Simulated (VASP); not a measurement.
Al4GeRu, 6 atoms in the cell. Symmetry: P6/mmm, No. 191, hexagonal system. The conventional cell has a = 3.495 Å, b = 3.495 Å, c = 7.597 Å, α = 90.00°, β = 90.00°, γ = 120.00°. Within 2.7 Å of Al (site symmetry 3m) lie 3 Al at 2.02 Å. Ge (site symmetry 6/mmm) has 12 Al at 2.74 Å and 6 Ge at 3.50 Å within 3.6 Å. Ru (site symmetry 6/mmm) has 12 Al at 2.80 Å and 6 Ru at 3.50 Å within 3.7 Å. 

```yaml
Program: VASP 6.6.1
Task: single point
Functional: PBE
Potentials_or_basis: VASP PAW PBE potentials, release 64 (Al, Ge_d, Ru_pv)
Cutoff: 520 eV
k_mesh: 6 × 6 × 2
Occupations: gaussian, width 0.1 eV
Spin: no spin polarisation
Dipole_correction: no
Further_INCAR_settings: ALGO = Normal; EDIFF = 1e-07; NBANDS = 29
```

Potentials or basis: VASP PAW PBE potentials, release 64 (Al, Ge_d, Ru_pv).

Command:

```bash
$ cat potpaw_PBE.64/Al/POTCAR potpaw_PBE.64/Ge_d/POTCAR potpaw_PBE.64/Ru_pv/POTCAR > POTCAR
$ mpirun -np 1 vasp_std > vasp.out
```

Hardware: 1 thread of Intel(R) Xeon(R) 6975P-C (Granite Rapids), on a shared host.

Task: How long does it take, and how much memory?

Result: Wall time 24 s on 1 thread of Intel(R) Xeon(R) 6975P-C (Granite Rapids), on a shared host, peak memory 0.21 GiB. Counts: scf iterations 17, k points 14.
